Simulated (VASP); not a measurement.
Input of a VASP 6.6.1 run:

Contents of INCAR:

```
PREC     = Accurate       # precision mode
ENCUT    = 520            # plane-wave cutoff, eV
EDIFF    = 1E-7           # SCF threshold, eV
ISMEAR   = 0              # smearing method
SIGMA    = 0.15           # smearing width, eV
LREAL    = F              # projectors in reciprocal space
LASPH    = T              # aspherical terms in the spheres
NELM     = 80             # most SCF steps
ALGO     = Normal         # electronic algorithm
ISIF     = 2              # what is computed and relaxed
LWAVE    = F              # write WAVECAR
LCHARG   = F              # write CHGCAR
GGA      = PE             # functional
NBANDS   = 16             # bands
```

File KPOINTS:

```
Automatic mesh
0
Gamma
  21 21 6
```

File POSCAR:

```
C
1.0
    1.3191465686     -2.2244873664      0.0000000000
    1.3191465686      2.2244873664      0.0000000000
    0.0000000000      0.0000000000      9.0675349076
C
4
Direct
    0.0833329406      0.9166670594      0.7503043452
    0.5833329406      0.4166670594      0.2496956548
    0.9166670594      0.0833329406      0.2496956548
    0.4166670594      0.5833329406      0.7503043452
```

Potentials or basis: VASP PAW PBE potentials, release 64 (C).

Run with:

```sh
$ cat potpaw_PBE.64/C/POTCAR > POTCAR
$ mpirun -np 1 vasp_std > vasp.out
```

(1) Predict the largest force.

(2) Predict the pressure.

Results:

(1) 0.020 eV/Å.

(2) -25.6 GPa.

Caveat: the stress differs along the axes, from -45 to -0 GPa; this functional lacks dispersion, which binds layers or chains, so the pressure and a relaxed spacing across them are unreliable.
